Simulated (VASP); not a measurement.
Input of a VASP 6.6.1 run:

The input INCAR:

```
SYSTEM = CdH3
ALGO = Normal
EDIFF = 1E-7
EDIFFG = -0.01
ENCUT = 600
GGA = PE
IBRION = 2
ISIF = 3
ISMEAR = 0
LASPH = .TRUE.
LCHARG = .FALSE.
LREAL = .FALSE.
LWAVE = .FALSE.
NELM = 60
NSW = 100
PREC = Accurate
SIGMA = 0.1
```

Contents of KPOINTS:

```
k-points
0
G
  14 14 14
  0 0 0
```

The input POSCAR:

```
CdH3
1.0
    3.2399858990      0.0000000000      0.0000000000
    0.0000000000      3.2399858990      0.0000000000
    0.0000000000      0.0000000000      3.2399858990
Cd H
1 3
Direct
    0.0000000000      0.0000000000      0.0000000000
    0.0000000000      0.5000000000      0.5000000000
    0.5000000000      0.0000000000      0.5000000000
    0.5000000000      0.5000000000      0.0000000000
```

Potentials or basis: VASP PAW PBE potentials, release 64 (Cd, H).

Run with:

```bash
$ cat potpaw_PBE.64/Cd/POTCAR potpaw_PBE.64/H/POTCAR > POTCAR
$ mpirun -np 1 vasp_std > vasp.out
```

Problem. What does it give for the band gap on the k mesh?

Solution. Zero (an odd number of electrons rules out a gap without spin polarisation).

Final structure:
```
Cd H
1.0
     3.23999    0.00000    0.00000
     0.00000    3.23999    0.00000
     0.00000    0.00000    3.23999
Cd H
1 3
Direct
  0.00000 0.00000 0.00000
  0.00000 0.50000 0.50000
  0.50000 0.00000 0.50000
  0.50000 0.50000 0.00000
```

Caveat: the relaxation stopped at its first step, so nothing moved.
